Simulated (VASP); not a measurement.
# SnO (P4/nmm) in VASP: single point with PBE+D3(BJ)

Aim: the single point of SnO with PBE+D3(BJ).

Everything below comes from runs of VASP 6.6.1. Logs are shortened: lines on timing, memory, paths and dates and some standing lists are left out, and cuts for length are marked.

### Step 1. The cell of the first run

It takes space group P4/nmm (No. 129, tetragonal). The conventional cell has a = 3.836 Å, b = 3.836 Å, c = 4.761 Å, α = 90.00°, β = 90.00°, γ = 90.00°. Sn (site symmetry 4mm) has 4 O at 2.24 Å within 3.0 Å. O (site symmetry -4m2) has 4 Sn at 2.24 Å and 4 O at 2.71 Å within 3.0 Å.

### Step 2. Single point, PBE+D3(BJ)

File INCAR:

```
SYSTEM = SnO
ALGO = Normal
EDIFF = 1E-6
ENCUT = 520
GGA = PE
ISIF = 2
ISMEAR = 0
IVDW = 12
LASPH = .True.
LCHARG = .False.
LREAL = .False.
LWAVE = .False.
NBANDS = 50
NELM = 100
PREC = Accurate
SIGMA = 0.1
```

File KPOINTS:

```
k-points
0
Gamma
  10 10 4
  0 0 0
```

File POSCAR:

```
SnO
1.0
    2.7125926793     -2.7125926793      0.0000000000
    2.7125926793      2.7125926793      0.0000000000
    0.0000000000      0.0000000000      9.5224447691
Sn O
4 4
Direct
    0.7500000000      0.2500000000      0.8716273878
    0.2500000000      0.7500000000      0.1283726122
    0.7500000000      0.2500000000      0.3716273878
    0.2500000000      0.7500000000      0.6283726122
    0.2500000000      0.2500000000      0.2500000000
    0.7500000000      0.7500000000      0.7500000000
    0.2500000000      0.2500000000      0.7500000000
    0.7500000000      0.7500000000      0.2500000000
```

Potentials or basis: VASP PAW PBE potentials, release 64 (Sn_d, O).

The run is started by

```bash
$ cat potpaw_PBE.64/Sn_d/POTCAR potpaw_PBE.64/O/POTCAR > POTCAR
$ mpirun -np 1 vasp_std > vasp.out
```

OUTCAR:

```text
SYSTEM = SnO
   EDIFF = 1E-6
   ENCUT = 520
   GGA = PE
   ISIF = 2
   ISMEAR = 0
   IVDW = 12
   LASPH = .True.
   LREAL = .False.
   NELM = 100
   PREC = Accurate
 IVDW          = 12

 ion  position               nearest neighbor table
   1  0.750  0.250  0.872-   6 2.24   7 2.24   6 2.24   7 2.24   4 3.57   4 3.57   4 3.57   4 3.57
                             2 3.65   2 3.65   2 3.65   2 3.65
   2  0.250  0.750  0.128-   5 2.24   8 2.24   5 2.24   8 2.24   3 3.57   3 3.57   3 3.57   3 3.57
                             1 3.65   1 3.65   1 3.65   1 3.65
   3  0.750  0.250  0.372-   5 2.24   8 2.24   8 2.24   5 2.24   2 3.57   2 3.57   2 3.57   2 3.57
                             4 3.65   4 3.65   4 3.65   4 3.65
   4  0.250  0.750  0.628-   6 2.24   7 2.24   7 2.24   6 2.24   1 3.57   1 3.57   1 3.57   1 3.57
                             3 3.65   3 3.65   3 3.65   3 3.65
   5  0.250  0.250  0.250-   2 2.24   3 2.24   2 2.24   3 2.24
   6  0.750  0.750  0.750-   1 2.24   4 2.24   1 2.24   4 2.24
   7  0.250  0.250  0.750-   1 2.24   4 2.24   4 2.24   1 2.24
   8  0.750  0.750  0.250-   2 2.24   3 2.24   3 2.24   2 2.24
[... 7 lines left out ...]
 A1 = (   2.7125926793,  -2.7125926793,   0.0000000000)
 A2 = (   2.7125926793,   2.7125926793,   0.0000000000)
 A3 = (   0.0000000000,   0.0000000000,   9.5224447691)

Analysis of symmetry for initial positions (statically):
=====================================================================
 Subroutine PRICEL returns following result:

  LATTYP: Found a simple tetragonal cell.
 ALAT       =     3.8361853563
 C/A-ratio  =     1.2411346018

  Lattice vectors:

 A1 = (   2.7125926793,  -2.7125926793,   0.0000000000)
 A2 = (   2.7125926793,   2.7125926793,   0.0000000000)
 A3 = (   0.0000000000,   0.0000000000,   4.7612223846)

   2 primitive cells build up your supercell.

 Routine SETGRP: Setting up the symmetry group for a
 simple tetragonal supercell.

 Subroutine GETGRP returns: Found 16 space group operations
 (whereof  4 operations were pure point group operations)
 out of a pool of 16 trial point group operations.

The static configuration has the point symmetry C_2h.
 The point group associated with its full space group is D_4h.

Analysis of symmetry for dynamics (positions and initial velocities):
=====================================================================
 Subroutine PRICEL returns following result:

  LATTYP: Found a simple tetragonal cell.
 ALAT       =     3.8361853563
 C/A-ratio  =     1.2411346018

  Lattice vectors:

 A1 = (   2.7125926793,  -2.7125926793,   0.0000000000)
 A2 = (   2.7125926793,   2.7125926793,   0.0000000000)
[... 124 lines left out ...]
   POTIM  = 0.5000    time-step for ionic-motion
   TEBEG  =    0.0;   TEEND  =   0.0 temperature during run
   PSTRESS=    0.0 pullay stress
   NELECT =      80.0000    total number of electrons
   NUPDOWN=      -1.0000    fix difference up-down
   EMIN   =  10.00;   EMAX   =-10.00  energy-range for DOS
   EFERMI =   0.00;   METHOD = LEGACY
   ISMEAR =     0;   SIGMA  =   0.10  broadening in eV -4-tet -1-fermi 0-gaus
   EFERMI_NEDOS =   21; number of points for ismear=-14 and -15
   IALGO  =     38    algorithm
   IMIX   =      4    mixing-type and parameters
     AMIX     =   0.40;   BMIX     =  1.00
     AMIX_MAG =   1.60;   BMIX_MAG =  1.00
  volume/ion in A,a.u.               =      17.52       118.21
  Fermi-wavevector in a.u.,A,eV,Ry     =   1.358070  2.566381 25.093976  1.844355
  Thomas-Fermi vector in A             =   2.484935
   LORBIT       =      0    0 simple, 1 ext, 2 COOP (PROOUT), +10 PAW based schemes
   GGA     = PE    functional components
   LHFCALC =     F    Hartree Fock is set to
   AEXX    =    0.0000 exact exchange contribution
   IVDW    =    12    specifies the selected vdW correction
   LEPSILON=     F    determine dielectric tensor
   LRPA    =     F    only Hartree local field effects (RPA)
 non-spin polarized calculation
 Gauss-broadening in eV      SIGMA  =   0.10
  energy-cutoff  :      520.00
  volume of cell :      140.14
 maximum number of plane-waves:      3804
 NGX is ok and might be reduce to    30
   NGX = 15   NGY = 15   NGZ = 35

 number of electron      80.0000029 magnetization

 Free energy of the ion-electron system (eV)
  ---------------------------------------------------
  ext. energy  EPLUGINS =         0.00000000
  ---------------------------------------------------
  free energy    TOTEN  =       -45.37870044 eV

  energy without entropy =      -45.37757267  energy(sigma->0) =      -45.37813656

 E-fermi :   7.1590     XC(G=0): -10.2767

 val. band max:        7.1006995031   @ k =   0.5000   0.5000   0.0000
 cond. band min:       7.3499116422   @ k =   0.5000   0.5000   0.2500
 fundamental gap:      0.2492121392
 Fermi energy:         7.1589655090

 k-point     1 :       0.0000    0.0000    0.0000
  band No.  band energies     occupation
      1     -14.8333      2.00000
      2     -14.8125      2.00000
      3     -14.4510      2.00000
      4     -14.4395      2.00000
      5     -14.4395      2.00000
      6     -14.4303      2.00000
[... 1261 lines left out ...]
     49      12.6274      0.00000
     50      13.5575      0.00000

 [... further k-points ...]

------------------------ aborting loop because EDIFF is reached ----------------------------------------

 Edisp (eV)   -1.87869

 E8    (eV) :    -0.8152

  FORCE on cell =-STRESS in cart. coord.  units (eV):
  Direction    XX          YY          ZZ          XY          YZ          ZX
  --------------------------------------------------------------------------------------
  -------------------------------------------------------------------------------------
  Total       0.22470     0.22470     0.22911     0.00000    -0.00000     0.00000
  in kB       2.56907     2.56907     2.61942     0.00000    -0.00000     0.00000
  external pressure =        2.59 kB  Pullay stress =        0.00 kB

 VOLUME and BASIS-vectors are now :
 -----------------------------------------------------------------------------
  energy-cutoff  :      520.00
  volume of cell :      140.14
      direct lattice vectors                 reciprocal lattice vectors
     2.712592679 -2.712592679  0.000000000     0.184325499 -0.184325499  0.000000000
     2.712592679  2.712592679  0.000000000     0.184325499  0.184325499  0.000000000
     0.000000000  0.000000000  9.522444769     0.000000000  0.000000000  0.105015049

 POSITION                                       TOTAL-FORCE (eV/Angst)
 -----------------------------------------------------------------------------------
      2.71259     -1.35630      8.30002        -0.000000      0.000000      0.092792
      2.71259      1.35630      1.22242        -0.000000      0.000000     -0.092792
      2.71259     -1.35630      3.53880         0.000000     -0.000000      0.092792
      2.71259      1.35630      5.98364        -0.000000      0.000000     -0.092792
      1.35630      0.00000      2.38061        -0.000000     -0.000000     -0.000000
      4.06889      0.00000      7.14183         0.000000     -0.000000     -0.000000
      1.35630      0.00000      7.14183        -0.000000     -0.000000     -0.000000
      4.06889      0.00000      2.38061        -0.000000      0.000000     -0.000000
 -----------------------------------------------------------------------------------
    total drift:                                0.000000      0.000000      0.000000

  FREE ENERGIE OF THE ION-ELECTRON SYSTEM (eV)
  ---------------------------------------------------
  free  energy   TOTEN  =       -47.2573928312 eV

  energy  without entropy=      -47.2562650639  energy(sigma->0) =      -47.25682895
```

OSZICAR:

```text
N       E                     dE             d eps       ncg     rms          rms(c)
DAV:   1     0.105077098345E+04    0.10508E+04   -0.38180E+04  6942   0.247E+03
DAV:   2     0.162089625632E+03   -0.88868E+03   -0.84822E+03  6388   0.696E+02
DAV:   3    -0.355467561727E+02   -0.19764E+03   -0.18850E+03  7162   0.249E+02
DAV:   4    -0.521523387302E+02   -0.16606E+02   -0.16307E+02  7420   0.751E+01
DAV:   5    -0.527616933611E+02   -0.60935E+00   -0.60764E+00  7188   0.148E+01    0.163E+01
DAV:   6    -0.453002400676E+02    0.74615E+01   -0.29988E+01  9806   0.499E+01    0.672E+00
DAV:   7    -0.454218366035E+02   -0.12160E+00   -0.47273E+00  6888   0.969E+00    0.375E+00
DAV:   8    -0.454042610189E+02    0.17576E-01   -0.84475E-01  9606   0.507E+00    0.133E+00
DAV:   9    -0.453766736264E+02    0.27587E-01   -0.15241E-01  9786   0.345E+00    0.392E-01
DAV:  10    -0.453807129840E+02   -0.40394E-02   -0.26469E-02  8716   0.140E+00    0.336E-01
DAV:  11    -0.453785461613E+02    0.21668E-02   -0.67657E-03  9206   0.729E-01    0.604E-02
DAV:  12    -0.453787095848E+02   -0.16342E-03   -0.20111E-03  7240   0.195E-01    0.537E-02
DAV:  13    -0.453787036061E+02    0.59787E-05   -0.83891E-05  8532   0.826E-02    0.303E-02
DAV:  14    -0.453787025190E+02    0.10871E-05   -0.78832E-06  6598   0.157E-02    0.156E-02
DAV:  15    -0.453787001260E+02    0.23931E-05   -0.79492E-06  6804   0.206E-02    0.389E-03
DAV:  16    -0.453787004410E+02   -0.31499E-06   -0.72100E-07  3938   0.699E-03
   1 F= -.47257393E+02 E0= -.47256829E+02  d E =-.112777E-02
```

It took 11 min on 1 thread of Intel Xeon 8259CL, shared host; peak memory 0.46 GiB.

Results:

```
Free energy                : -47.2574 eV
Pressure                   : 0.3 GPa
Largest force              : 0.093 eV/Å
Dispersion energy per atom : -0.235 eV
```

Forces in eV/Å, atoms in the order of the input:
```
Sn   0.000  0.000  0.093
Sn   0.000  0.000 -0.093
Sn   0.000  0.000  0.093
Sn   0.000  0.000 -0.093
O    0.000  0.000  0.000
O    0.000  0.000  0.000
O    0.000  0.000  0.000
O    0.000  0.000  0.000
```

Levels at points of the mesh, in eV from the Fermi level:
```
           k point  band 38  band 39  band 40  band 41  band 42  band 43
(0.00, 0.00, 0.00)    -3.07    -2.14    -0.07     1.65     2.09     2.77
(0.50, 0.00, 0.00)    -2.73    -1.73    -1.73     2.63     2.63     3.22
(0.50, 0.50, 0.00)    -2.47    -1.92    -1.92    -0.06    -0.06     2.28
(0.00, 0.00, 0.50)    -3.13    -0.61    -0.61     1.63     1.63     3.37
(0.50, 0.00, 0.50)    -2.19    -2.19    -2.19     2.92     2.92     2.92
(0.50, 0.50, 0.50)    -2.38    -2.38    -2.38     0.85     0.85     0.85
```

Caveat: spin-orbit coupling is left out, which moves the levels of the heavy elements.
